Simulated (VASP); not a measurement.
Write the native input for VASP 6.6.1 that does the following.

| Quantity | Value |
| --- | --- |
| Task | single point |
| Functional | PBE |
| Potentials or basis | VASP PAW PBE potentials, release 64 (P, C) |
| Cutoff | 520 eV |
| k mesh | 6 × 6 × 6 |
| Occupations | gaussian, width 0.1 eV |
| Spin | collinear spin, ferromagnetic start |
| Starting moments | [0.0, 1.0, 1.0, 1.0, 1.0] μB |
| Dipole correction | no |
| Further INCAR settings | ALGO = Normal; EDIFF = 1e-06; NBANDS = 22 |

The structure of PC4 lies in POSCAR:

```
PC4
1.0
   -2.5745466700      2.5745466700      2.5745466700
    2.5745466700     -2.5745466700      2.5745466700
    2.5745466700      2.5745466700     -2.5745466700
P C
1 4
Direct
    0.0000000000      0.0000000000      0.0000000000
    0.0000000000      0.0000000000      0.5000000000
    0.5000000000      0.0000000000      0.0000000000
    0.5000000000      0.5000000000      0.5000000000
    0.0000000000      0.5000000000      0.0000000000
```

These files were run (other wordings do the same):

INCAR

```
SYSTEM = PC4
ALGO = Normal
EDIFF = 1E-6
ENCUT = 520
GGA = PE
ISIF = 2
ISMEAR = 0
ISPIN = 2
LASPH = .TRUE.
LCHARG = .FALSE.
LORBIT = 11
LREAL = .FALSE.
LWAVE = .FALSE.
MAGMOM = 0 1 1 1 1
NBANDS = 22
NELM = 150
PREC = Accurate
SIGMA = 0.1
```

KPOINTS

```
k-points
0
G
  6 6 6
  0 0 0
```

Potentials or basis: VASP PAW PBE potentials, release 64 (P, C).

Run with:

```sh
$ cat potpaw_PBE.64/P/POTCAR potpaw_PBE.64/C/POTCAR > POTCAR
$ mpirun -np 1 vasp_std > vasp.out
```

Results of the run:

* Pressure: -28.3 GPa
* Net moment: 0.00 μB per cell
* Valence electrons inside the program's atomic spheres: P 2.14; C 2.02

Run time: 27 s on 1 thread of Intel(R) Xeon(R) 6975P-C (Granite Rapids), with other jobs on the host, peak memory 0.24 GiB.
